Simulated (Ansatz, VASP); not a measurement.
**Two plane-wave programs on BeS**

POSCAR

```
BeS
1.0
    0.0000000000      2.4343066148      2.4343066148
    2.4343066148      0.0000000000      2.4343066148
    2.4343066148      2.4343066148      0.0000000000
Be S
1 1
Direct
    0.0000000000      0.0000000000      0.0000000000
    0.2500000000      0.2500000000      0.2500000000
```

INCAR.step1

```
SYSTEM = BeS
PREC     = Accurate       ! precision mode
ENCUT    = 520            ! plane-wave cutoff, eV
EDIFF    = 1E-5           ! SCF threshold, eV
ISMEAR   = 0              ! smearing method
SIGMA    = 0.01           ! smearing width, eV
LREAL    = .FALSE.        ! projectors in reciprocal space
LASPH    = .TRUE.         ! aspherical terms in the spheres
NELM     = 80             ! most SCF steps
ALGO     = Normal         ! electronic algorithm
ISIF     = 2              ! what is computed and relaxed
LWAVE    = .TRUE.         ! write WAVECAR
LCHARG   = .FALSE.        ! write CHGCAR
NBANDS   = 11             ! bands
GGA      = PE             ! functional
```

File INCAR.step2:

```
SYSTEM = BeS
PREC     = Accurate       ! precision mode
ENCUT    = 520            ! plane-wave cutoff, eV
EDIFF    = 1E-6           ! SCF threshold, eV
ISMEAR   = 0              ! smearing method
SIGMA    = 0.01           ! smearing width, eV
LREAL    = .FALSE.        ! projectors in reciprocal space
LASPH    = .TRUE.         ! aspherical terms in the spheres
NELM     = 80             ! most SCF steps
ALGO     = Normal         ! electronic algorithm
ISIF     = 2              ! what is computed and relaxed
LWAVE    = .FALSE.        ! write WAVECAR
LCHARG   = .FALSE.        ! write CHGCAR
GGA      = PE             ! functional
LHFCALC  = .TRUE.         ! exact exchange
HFSCREEN = 0.2079         ! screening, 1/A
PRECFOCK = Normal       
NBANDS   = 11             ! bands
ISTART   = 1
```

File KPOINTS:

```
Automatic mesh
0
G
  6 6 6
  0 0 0
```

Input for Ansatz:

```yaml
crystal:
  lattice:
    - [0.0, 2.4343066148, 2.4343066148]
    - [2.4343066148, 0.0, 2.4343066148]
    - [2.4343066148, 2.4343066148, 0.0]
  atoms:
    - { symbol: Be, position: [0.0, 0.0, 0.0] }
    - { symbol: S, position: [0.25, 0.25, 0.25] }
kpoints:
  mp_grid: { grid: [6, 6, 6] }
  band_path:
    path:
      - [0.0, 0.0, 0.0]
      - [-0.5, -0.5, 0.0]
      - [-0.375, -0.375, 0.25]
      - [-0.375, 0.0, 0.375]
      - [0.0, 0.0, 0.5]
      - [-0.5, -0.25, 0.25]
      - [0.0, 0.5, 0.5]
      - [-0.0375, 0.0, 0.0375]
    npoints: 1
hamiltonian:
  xc: hse06
scf:
  occupations: { method: fixed }
  n_extra_bands: 4
output:
  forces: true
  stress: true
  eigenvalues: true
```

Alike in both runs: task single point; functional HSE06; k mesh 6 × 6 × 6; no spin polarisation.

```csv
,VASP,Ansatz
version,VASP 6.6.1,Ansatz 0.2.0
potentials or method,"VASP PAW PBE potentials, release 64 (Be, S)","plane waves, PAW"
plane-wave cutoff (eV),520,420
occupations,"gaussian, width 0.01 eV",fixed
valence electrons in the cell,8,8
```

Ansatz gave:

```
gap on the k mesh at the Fermi level (eV) : 4.09
pressure (GPa)                            : -0.9
```

Problem. Estimate VASP's values.

Solution. gap on the k mesh at the Fermi level (eV): 4.08; pressure (GPa): -1.1.

Ansatz's warnings: stress exchange threshold loose, stress scf threshold loose.
